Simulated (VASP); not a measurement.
KF, 2 atoms in the cell. It takes space group I4/mmm (No. 139, tetragonal). Conventional cell: a = 3.970 Å, b = 3.970 Å, c = 5.347 Å, α = 90.00°, β = 90.00°, γ = 90.00°. Within 3.5 Å of K (site symmetry 4/mmm) lie 6 F at 2.67 to 2.81 Å. F (site symmetry 4/mmm) has 6 K at 2.67 to 2.81 Å within 3.5 Å.  This cell differs from its parent crystal: strain +0.050 along x and y, +0.000 along z.

* Program: VASP 6.6.1
* Task: single point
* Functional: PBE
* Potentials or basis: VASP PAW PBE potentials, release 64 (K_sv, F)
* Cutoff: 520 eV
* k mesh: 8 × 8 × 8
* Occupations: gaussian, width 0.05 eV
* Spin: no spin polarisation
* Dipole correction: no
* Further INCAR settings: ALGO = Normal; EDIFF = 1e-07; NBANDS = 15

Potentials or basis: VASP PAW PBE potentials, release 64 (K_sv, F).

Launch:

```sh
$ cat potpaw_PBE.64/K_sv/POTCAR potpaw_PBE.64/F/POTCAR > POTCAR
$ mpirun -np 1 vasp_std > vasp.out
```

Hardware: 1 thread of Intel Xeon 8259CL (shared host).

Estimate the wall time of this run.

It took 67 s on 1 thread of Intel Xeon 8259CL (shared host), peak memory 0.19 GiB. Counts: scf iterations 14, k points 59.
